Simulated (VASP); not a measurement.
Runs of VASP 6.6.1 on Sb. The structure is that of space group R-3m (No. 166), or close to it. The cells are those of the table. 

| cell | gap on the mesh (eV) | pressure (GPa) | largest force (eV/Å) |
| --- | --- | --- | --- |
| a = 4.446 Å, angles 57.9°, 2 atoms | none | (b) | 0.26 |
| a = 4.519 Å, angles 55.9°, 2 atoms | none | 1.5 | 0.22 |
| a = 4.467 Å, angles 58.5°, 2 atoms | none | -0.8 | 0.14 |
| a = 4.587 Å, angles 55.9°, 2 atoms | none | -1.1 | 0.03 |
| a = 4.421 Å, angles 59.2°, 2 atoms | none | (c) | 0.23 |
| a = 4.567 Å, angles 55.3°, 2 atoms | none | 0.6 | 0.12 |
| a = 4.540 Å, angles 56.6°, 2 atoms | none | (a) | 0.06 |
| a = 4.472 Å, angles 56.5°, 2 atoms | none | 2.4 | 0.32 |

Alike in all rows: task single point; level PBEsol; potentials or basis VASP PAW PBE potentials, release 64 (Sb_d_GW); no spin polarisation; k mesh 12 × 12 × 12; cutoff (eV) 500; smearing gaussian 0.15 eV.

Question: Fill in the values left out.

Answer: (a) -0.4; (b) 1.1; (c) 0.0.

Caveats: the PAW data sets were made with another functional, which shifts forces and pressure a little; spin-orbit coupling is left out, which moves the levels of the heavy elements.

A k mesh can miss the band edges, and the runs leave out spin-orbit coupling on Sb.

A gap of «none» marks levels without a gap at the run's occupations.
